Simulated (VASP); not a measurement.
# CaCo (Fm-3m) in VASP: notebook, part 2 of 3

VASP 6.6.1. Earlier steps stand in the parts before.

## 4. Single point, PBE, collinear spin, ferromagnetic start (volume scaled by 1.04)

INCAR reads:

```
SYSTEM = CaCo
PREC = Accurate ; ENCUT = 520
EDIFF = 1E-6 ; ISMEAR = -1
SIGMA = 0.05 ; LREAL = .False.
LASPH = .True. ; NELM = 150
ALGO = Normal ; ISIF = 2
LWAVE = .False. ; LCHARG = .False.
ISPIN = 2 ; MAGMOM = 0 2
LORBIT = 11 ; LMAXMIX = 4
GGA = PE ; NBANDS = 20
```

KPOINTS reads:

```
regular mesh
0
Gamma
  9 9 9
  0 0 0
```

POSCAR reads:

```
CaCo
1.0
    0.0000000000      2.6030352291      2.6030352291
    2.6030352291      0.0000000000      2.6030352291
    2.6030352291      2.6030352291      0.0000000000
Ca Co
1 1
Direct
    0.5000000000      0.5000000000      0.5000000000
    0.0000000000      0.0000000000      0.0000000000
```

Potentials or basis: VASP PAW PBE potentials, release 64 (Ca_sv, Co).

Launch:

```console
$ cat potpaw_PBE.64/Ca_sv/POTCAR potpaw_PBE.64/Co/POTCAR > POTCAR
$ mpirun -np 1 vasp_std > vasp.out
```

OUTCAR:

```text
SYSTEM = CaCo
   PREC = Accurate
   ENCUT = 520
   EDIFF = 1E-6
   ISMEAR = -1
   LREAL = .False.
   LASPH = .True.
   NELM = 150
   ISIF = 2
   ISPIN = 2
   LORBIT = 11
   GGA = PE

 ion  position               nearest neighbor table
   1  0.500  0.500  0.500-   2 2.60   2 2.60   2 2.60   2 2.60   2 2.60   2 2.60
   2  0.000  0.000  0.000-   1 2.60   1 2.60   1 2.60   1 2.60   1 2.60   1 2.60

  LATTYP: Found a face centered cubic cell.
 ALAT       =     5.2060704582

  Lattice vectors:

 A1 = (   0.0000000000,   2.6030352291,   2.6030352291)
 A2 = (   2.6030352291,   0.0000000000,   2.6030352291)
 A3 = (   2.6030352291,   2.6030352291,   0.0000000000)

Analysis of symmetry for initial positions (statically):
=====================================================================
 Subroutine PRICEL returns:
 Original cell was already a primitive cell.

 Routine SETGRP: Setting up the symmetry group for a
 face centered cubic supercell.

 Subroutine GETGRP returns: Found 48 space group operations
 (whereof 48 operations were pure point group operations)
 out of a pool of 48 trial point group operations.

The static configuration has the point symmetry O_h .

Analysis of symmetry for dynamics (positions and initial velocities):
=====================================================================
 Subroutine PRICEL returns:
 Original cell was already a primitive cell.

 Routine SETGRP: Setting up the symmetry group for a
 face centered cubic supercell.

 Subroutine GETGRP returns: Found 48 space group operations
 (whereof 48 operations were pure point group operations)
 out of a pool of 48 trial point group operations.

The dynamic configuration has the point symmetry O_h .

Analysis of structural, dynamic, and magnetic symmetry:
=====================================================================
 Subroutine PRICEL returns:
 Original cell was already a primitive cell.

 Routine SETGRP: Setting up the symmetry group for a
 face centered cubic supercell.
[... 138 lines left out ...]
  volume of cell :       35.28
 maximum number of plane-waves:       959
   NGX = 13   NGY = 13   NGZ = 13

 number of electron      18.9999999 magnetization       1.0064098

 Free energy of the ion-electron system (eV)
  ---------------------------------------------------
  ext. energy  EPLUGINS =         0.00000000
  ---------------------------------------------------
  free energy    TOTEN  =        -6.75094544 eV

  energy without entropy =       -6.72364167  energy(sigma->0) =       -6.73729356

 E-fermi :   5.4243     XC(G=0): -10.7908

 val. band max:        5.4095460737   @ k =  -0.3333   0.1111   0.0000
 cond. band min:       5.4294691628   @ k =   0.4444   0.0000   0.0000
 fundamental gap:      0.0199230892
 Fermi energy:         5.4242542723

 spin component 1

 k-point     1 :       0.0000    0.0000    0.0000
  band No.  band energies     occupation
      1     -33.8414      1.00000
      2     -14.8454      1.00000
      3     -14.8454      1.00000
      4     -14.8454      1.00000
      5       0.1928      1.00000
      6       3.4236      1.00000
[... 541 lines left out ...]
     19      19.5369      0.00000
     20      19.7520      0.00000

 [... further k-points ...]

 spin component 2

 k-point     1 :       0.0000    0.0000    0.0000
  band No.  band energies     occupation
      1     -33.9004      1.00000
      2     -14.9087      1.00000
      3     -14.9087      1.00000
      4     -14.9087      1.00000
      5       0.1525      1.00000
      6       4.2544      1.00000
[... 541 lines left out ...]
     19      19.5750      0.00000
     20      19.6968      0.00000

 [... further k-points ...]
[... 5 lines left out ...]
  --------------------------------------------------------------------------------------
  -------------------------------------------------------------------------------------
  Total        4.0205114      4.0205114      4.0205114      0.0000000      0.0000000     -0.0000000
  in kB      182.6088208    182.6088208    182.6088208      0.0000000      0.0000000     -0.0000000
  external PRESSURE =     182.6088208 kB  Pullay stress =       0.0000000 kB

 VOLUME and BASIS-vectors are now :
 -----------------------------------------------------------------------------
  energy-cutoff  :      520.00
  volume of cell :       35.28
      direct lattice vectors                 reciprocal lattice vectors
     0.000000000  2.603035229  2.603035229    -0.192083455  0.192083455  0.192083455
     2.603035229  0.000000000  2.603035229     0.192083455 -0.192083455  0.192083455
     2.603035229  2.603035229  0.000000000     0.192083455  0.192083455 -0.192083455

 POSITION                                       TOTAL-FORCE (eV/Angst)
 -----------------------------------------------------------------------------------
      2.60304      2.60304      2.60304         0.000000     -0.000000     -0.000000
      0.00000      0.00000      0.00000        -0.000000      0.000000      0.000000
 -----------------------------------------------------------------------------------
    total drift:                                0.000000      0.000000      0.000000

  FREE ENERGIE OF THE ION-ELECTRON SYSTEM (eV)
  ---------------------------------------------------
  free  energy   TOTEN  =        -6.7509454416 eV

  energy  without entropy=       -6.7236416720  energy(sigma->0) =       -6.73729356

 total charge

# of ion       s       p       d       tot
------------------------------------------
    1        2.100   5.858   0.469   8.426
    2        0.555   0.135   7.500   8.190
--------------------------------------------------
tot          2.655   5.993   7.968  16.616

 magnetization (x)

# of ion       s       p       d       tot
------------------------------------------
    1       -0.004  -0.009  -0.057  -0.070
    2        0.048  -0.016   1.150   1.182
--------------------------------------------------
tot          0.044  -0.024   1.093   1.112
```

OSZICAR:

```text
N       E                     dE             d eps       ncg     rms          rms(c)
DAV:   1     0.141327742551E+03    0.14133E+03   -0.83918E+03  2800   0.990E+02
DAV:   2    -0.394798456809E+00   -0.14172E+03   -0.13374E+03  2892   0.265E+02
DAV:   3    -0.759551235430E+01   -0.72007E+01   -0.69480E+01  4076   0.608E+01
DAV:   4    -0.790557722599E+01   -0.31006E+00   -0.30304E+00  3844   0.771E+00
DAV:   5    -0.791019060211E+01   -0.46134E-02   -0.46121E-02  3472   0.113E+00    0.120E+01
DAV:   6    -0.168372617012E+02   -0.89271E+01   -0.36754E+01  3100   0.753E+01    0.304E+01
DAV:   7    -0.699305063988E+01    0.98442E+01   -0.14327E+01  3044   0.389E+01    0.559E+00
DAV:   8    -0.675524025304E+01    0.23781E+00   -0.64275E-01  3880   0.768E+00    0.182E+00
DAV:   9    -0.675346514302E+01    0.17751E-02   -0.52467E-02  4128   0.196E+00    0.912E-01
DAV:  10    -0.675172538515E+01    0.17398E-02   -0.32311E-03  4064   0.485E-01    0.418E-01
DAV:  11    -0.675085008102E+01    0.87530E-03   -0.12891E-03  3852   0.380E-01    0.126E-01
DAV:  12    -0.675092580479E+01   -0.75724E-04   -0.16407E-04  3796   0.113E-01    0.537E-02
DAV:  13    -0.675094297922E+01   -0.17174E-04   -0.22142E-05  3560   0.585E-02    0.183E-02
DAV:  14    -0.675094522448E+01   -0.22453E-05   -0.34131E-06  3452   0.153E-02    0.750E-03
DAV:  15    -0.675094544164E+01   -0.21716E-06   -0.14193E-06  2316   0.114E-02
   1 F= -.67509454E+01 E0= -.67372936E+01  d E =-.273038E-01  mag=     1.0063
```

stdout:

```text
POSCAR found type information on POSCAR CaCo
 POSCAR found :  2 types and       2 ions
 scaLAPACK will be used
 LDA part: xc-table for (Slater+PW92), standard interpolation
 POSCAR, INCAR and KPOINTS ok, starting setup
 FFT: planning ... GRIDC
 FFT: planning ... GRID_SOFT
 FFT: planning ... GRID
 WAVECAR not read
 entering main loop
```

Wall time 48 s (1 thread of Intel Xeon Platinum 8488C (Sapphire Rapids), shared host); peak memory 0.19 GiB.

What came out:

```
Free energy                                           : -6.7509 eV
Pressure                                              : 18.3 GPa
Band gap on the k mesh                                : zero (filled and empty bands overlap)
Net moment                                            : 1.01 μB per cell
Site moments                                          : Ca -0.07; Co +1.18 μB
Valence electrons inside the program's atomic spheres : Ca 8.43; Co 8.19
```

## 5. Single point, PBE, collinear spin, ferromagnetic start (volume scaled by 1.06)

INCAR reads:

```
PREC = Accurate
ENCUT = 520
EDIFF = 1E-6
ISMEAR = -1
SIGMA = 0.05
LREAL = False
LASPH = True
NELM = 150
ALGO = Normal
ISIF = 2
LWAVE = False
LCHARG = False
ISPIN = 2
MAGMOM = 0 2
LORBIT = 11
LMAXMIX = 4
GGA = PE
NBANDS = 20
```

KPOINTS reads:

```
regular mesh
0
Gamma
  9 9 9
```

POSCAR reads:

```
CaCo
1.0
    0.0000000000      2.6196155184      2.6196155184
    2.6196155184      0.0000000000      2.6196155184
    2.6196155184      2.6196155184      0.0000000000
Ca Co
1 1
Direct
    0.5000000000      0.5000000000      0.5000000000
    0.0000000000      0.0000000000      0.0000000000
```

Potentials or basis: VASP PAW PBE potentials, release 64 (Ca_sv, Co).

Launch:

```console
$ cat potpaw_PBE.64/Ca_sv/POTCAR potpaw_PBE.64/Co/POTCAR > POTCAR
$ mpirun -np 1 vasp_std > vasp.out
```

OUTCAR:

```text
PREC = Accurate
   ENCUT = 520
   EDIFF = 1E-6
   ISMEAR = -1
   LREAL = False
   LASPH = True
   NELM = 150
   ISIF = 2
   ISPIN = 2
   LORBIT = 11
   GGA = PE

 ion  position               nearest neighbor table
   1  0.500  0.500  0.500-   2 2.62   2 2.62   2 2.62   2 2.62   2 2.62   2 2.62
   2  0.000  0.000  0.000-   1 2.62   1 2.62   1 2.62   1 2.62   1 2.62   1 2.62

  LATTYP: Found a face centered cubic cell.
 ALAT       =     5.2392310368

  Lattice vectors:

 A1 = (   0.0000000000,   2.6196155184,   2.6196155184)
 A2 = (   2.6196155184,   0.0000000000,   2.6196155184)
 A3 = (   2.6196155184,   2.6196155184,   0.0000000000)

Analysis of symmetry for initial positions (statically):
=====================================================================
 Subroutine PRICEL returns:
 Original cell was already a primitive cell.

 Routine SETGRP: Setting up the symmetry group for a
 face centered cubic supercell.

 Subroutine GETGRP returns: Found 48 space group operations
 (whereof 48 operations were pure point group operations)
 out of a pool of 48 trial point group operations.

The static configuration has the point symmetry O_h .

Analysis of symmetry for dynamics (positions and initial velocities):
=====================================================================
 Subroutine PRICEL returns:
 Original cell was already a primitive cell.

 Routine SETGRP: Setting up the symmetry group for a
 face centered cubic supercell.

 Subroutine GETGRP returns: Found 48 space group operations
 (whereof 48 operations were pure point group operations)
 out of a pool of 48 trial point group operations.

The dynamic configuration has the point symmetry O_h .

Analysis of structural, dynamic, and magnetic symmetry:
=====================================================================
 Subroutine PRICEL returns:
 Original cell was already a primitive cell.

 Routine SETGRP: Setting up the symmetry group for a
 face centered cubic supercell.

 Subroutine GETGRP returns: Found 48 space group operations
 (whereof 48 operations were pure point group operations)
 out of a pool of 48 trial point group operations.

The overall configuration has the point symmetry O_h .

 Subroutine INISYM returns: Found 48 space group operations
 (whereof 48 operations are pure point group operations),
 and found     1 'primitive' translations

----------------------------------------------------------------------------------------

                                     Primitive cell

  volume of cell :      35.9536

  direct lattice vectors                    reciprocal lattice vectors
     0.000000000  2.619615518  2.619615518    -0.190867704  0.190867704  0.190867704
     2.619615518  0.000000000  2.619615518     0.190867704 -0.190867704  0.190867704
     2.619615518  2.619615518  0.000000000     0.190867704  0.190867704 -0.190867704

  length of vectors
     3.704695794  3.704695794  3.704695794     0.330592561  0.330592561  0.330592561

  position of ions in fractional coordinates (direct lattice)
     0.500000000  0.500000000  0.500000000
     0.000000000  0.000000000  0.000000000

  ion indices of the primitive-cell ions
   primitive index   ion index
[... 58 lines left out ...]
   total plane-waves  NPLWV =  21952
   dimension x,y,z NGX =    28 NGY =   28 NGZ =   28
   dimension x,y,z NGXF=    56 NGYF=   56 NGZF=   56
   ions per type =               1   1
   NGX,Y,Z   is equivalent  to a cutoff of  12.56, 12.56, 12.56 a.u.
   NGXF,Y,Z  is equivalent  to a cutoff of  25.13, 25.13, 25.13 a.u.
 SYSTEM =  unknown system
   PREC   = accura    normal or accurate (medium, high low for compatibility)
   ISTART =      0    job   : 0-new  1-cont  2-samecut
   ICHARG =      2    charge: 1-file 2-atom 10-const
   ISPIN  =      2    spin polarized calculation?
   LNONCOLLINEAR =      F non collinear calculations
   LSORBIT =      F    spin-orbit coupling
   LASPH  =      T    aspherical Exc in radial PAW
   ENCUT  =  520.0 eV  38.22 Ry    6.18 a.u.   6.89  6.89  6.89*2*pi/ulx,y,z
   NELM   =    150;   NELMIN=  2; NELMDL= -5     # of ELM steps
   EDIFF  = 0.1E-05   stopping-criterion for ELM
   LREAL  =      F    real-space projection
   EDIFFG = 0.1E-04   stopping-criterion for IOM
   NSW    =      0    number of steps for IOM
   IBRION =     -1    ionic relax: 0-MD 1-quasi-New 2-CG
   NFREE  =      0    steps in history (QN), initial steepest desc. (CG)
   ISIF   =      2    stress and relaxation
   ISYM   =      2    0-nonsym 1-usesym 2-fastsym
   POTIM  = 0.5000    time-step for ionic-motion
   TEBEG  =    0.0;   TEEND  =   0.0 temperature during run
   PSTRESS=    0.0 pullay stress
   NELECT =      19.0000    total number of electrons
   NUPDOWN=      -1.0000    fix difference up-down
   EMIN   =  10.00;   EMAX   =-10.00  energy-range for DOS
   EFERMI =   0.00;   METHOD = LEGACY
   ISMEAR =    -1;   SIGMA  =   0.05  broadening in eV -4-tet -1-fermi 0-gaus
   EFERMI_NEDOS =   21; number of points for ismear=-14 and -15
   IALGO  =     38    algorithm
   IMIX   =      4    mixing-type and parameters
     AMIX     =   0.40;   BMIX     =  1.00
     AMIX_MAG =   1.60;   BMIX_MAG =  1.00
  volume/ion in A,a.u.               =      17.98       121.31
  Fermi-wavevector in a.u.,A,eV,Ry     =   1.323565  2.501174 23.835003  1.751823
  Thomas-Fermi vector in A             =   2.453163
   LORBIT       =     11    0 simple, 1 ext, 2 COOP (PROOUT), +10 PAW based schemes
   GGA     = PE    functional components
   LHFCALC =     F    Hartree Fock is set to
   AEXX    =    0.0000 exact exchange contribution
   IVDW    =     0    specifies the selected vdW correction
   LEPSILON=     F    determine dielectric tensor
   LRPA    =     F    only Hartree local field effects (RPA)
 spin polarized calculation
  energy-cutoff  :      520.00
  volume of cell :       35.95
 maximum number of plane-waves:       981
   NGX = 13   NGY = 13   NGZ = 13

 number of electron      19.0000004 magnetization       1.0210337

 Free energy of the ion-electron system (eV)
  ---------------------------------------------------
  ext. energy  EPLUGINS =         0.00000000
  ---------------------------------------------------
  free energy    TOTEN  =        -6.82512085 eV

  energy without entropy =       -6.79777649  energy(sigma->0) =       -6.81144867

 E-fermi :   5.2884     XC(G=0): -10.7008

 val. band max:        5.2824621470   @ k =  -0.3333   0.1111   0.0000
 cond. band min:       5.2999684597   @ k =   0.4444   0.0000   0.0000
 fundamental gap:      0.0175063127
 Fermi energy:         5.2884019874

 spin component 1

 k-point     1 :       0.0000    0.0000    0.0000
  band No.  band energies     occupation
      1     -34.0243      1.00000
      2     -15.0317      1.00000
      3     -15.0317      1.00000
      4     -15.0317      1.00000
      5       0.0799      1.00000
      6       3.2864      1.00000
[... 541 lines left out ...]
     19      19.1076      0.00000
     20      19.4236      0.00000

 [... further k-points ...]

 spin component 2

 k-point     1 :       0.0000    0.0000    0.0000
  band No.  band energies     occupation
      1     -34.0871      1.00000
      2     -15.0988      1.00000
      3     -15.0988      1.00000
      4     -15.0988      1.00000
      5       0.0272      1.00000
      6       4.1382      1.00000
[... 541 lines left out ...]
     19      19.2367      0.00000
     20      19.2634      0.00000

 [... further k-points ...]
[... 5 lines left out ...]
  --------------------------------------------------------------------------------------
  -------------------------------------------------------------------------------------
  Total        3.7949654      3.7949654      3.7949654      0.0000000      0.0000000      0.0000000
  in kB      169.1125127    169.1125127    169.1125127      0.0000000      0.0000000      0.0000000
  external PRESSURE =     169.1125127 kB  Pullay stress =       0.0000000 kB

 VOLUME and BASIS-vectors are now :
 -----------------------------------------------------------------------------
  energy-cutoff  :      520.00
  volume of cell :       35.95
      direct lattice vectors                 reciprocal lattice vectors
     0.000000000  2.619615518  2.619615518    -0.190867704  0.190867704  0.190867704
     2.619615518  0.000000000  2.619615518     0.190867704 -0.190867704  0.190867704
     2.619615518  2.619615518  0.000000000     0.190867704  0.190867704 -0.190867704

 POSITION                                       TOTAL-FORCE (eV/Angst)
 -----------------------------------------------------------------------------------
      2.61962      2.61962      2.61962         0.000000      0.000000      0.000000
      0.00000      0.00000      0.00000        -0.000000     -0.000000     -0.000000
 -----------------------------------------------------------------------------------
    total drift:                                0.000000      0.000000      0.000000

  FREE ENERGIE OF THE ION-ELECTRON SYSTEM (eV)
  ---------------------------------------------------
  free  energy   TOTEN  =        -6.8251208500 eV

  energy  without entropy=       -6.7977764933  energy(sigma->0) =       -6.81144867

 total charge

# of ion       s       p       d       tot
------------------------------------------
    1        2.097   5.857   0.454   8.408
    2        0.558   0.131   7.485   8.174
--------------------------------------------------
tot          2.654   5.988   7.939  16.582

 magnetization (x)

# of ion       s       p       d       tot
------------------------------------------
    1       -0.004  -0.009  -0.061  -0.074
    2        0.046  -0.017   1.183   1.212
--------------------------------------------------
tot          0.042  -0.026   1.123   1.138
```

OSZICAR:

```text
N       E                     dE             d eps       ncg     rms          rms(c)
DAV:   1     0.139783603344E+03    0.13978E+03   -0.83650E+03  2800   0.984E+02
DAV:   2    -0.324399201367E+00   -0.14011E+03   -0.13255E+03  2896   0.264E+02
DAV:   3    -0.761804764075E+01   -0.72936E+01   -0.70120E+01  4056   0.612E+01
DAV:   4    -0.798677047267E+01   -0.36872E+00   -0.35938E+00  3884   0.841E+00
DAV:   5    -0.799215303139E+01   -0.53826E-02   -0.53784E-02  3540   0.118E+00    0.121E+01
DAV:   6    -0.171268605829E+02   -0.91347E+01   -0.37497E+01  3100   0.758E+01    0.309E+01
DAV:   7    -0.708114857730E+01    0.10046E+02   -0.14667E+01  3052   0.388E+01    0.567E+00
DAV:   8    -0.682916271782E+01    0.25199E+00   -0.66698E-01  3880   0.771E+00    0.190E+00
DAV:   9    -0.682638921850E+01    0.27735E-02   -0.57135E-02  4188   0.207E+00    0.957E-01
DAV:  10    -0.682588430967E+01    0.50491E-03   -0.33538E-03  3944   0.503E-01    0.393E-01
DAV:  11    -0.682498589392E+01    0.89842E-03   -0.13525E-03  3876   0.375E-01    0.124E-01
DAV:  12    -0.682512296152E+01   -0.13707E-03   -0.13751E-04  3776   0.117E-01    0.591E-02
DAV:  13    -0.682511996784E+01    0.29937E-05   -0.26501E-05  3692   0.599E-02    0.179E-02
DAV:  14    -0.682512084997E+01   -0.88213E-06   -0.28876E-06  3508   0.157E-02
   1 F= -.68251208E+01 E0= -.68114487E+01  d E =-.273444E-01  mag=     1.0203
```

stdout:

```text
POSCAR found type information on POSCAR CaCo
 POSCAR found :  2 types and       2 ions
 scaLAPACK will be used
 LDA part: xc-table for (Slater+PW92), standard interpolation
 POSCAR, INCAR and KPOINTS ok, starting setup
 FFT: planning ... GRIDC
 FFT: planning ... GRID_SOFT
 FFT: planning ... GRID
 WAVECAR not read
 entering main loop
```

It took 55 s on 1 thread of Intel Xeon Platinum 8488C (Sapphire Rapids), shared host; peak memory 0.19 GiB.

Results:

```yaml
Free_energy: -6.8251 eV
Pressure: 16.9 GPa
Band_gap_on_the_k_mesh: zero (filled and empty bands overlap)
Net_moment: 1.02 μB per cell
Site_moments: Ca -0.07; Co +1.21 μB
Valence_electrons_inside_the_program's_atomic_spheres: Ca 8.41; Co 8.17
```

[end of part 2 of 3]
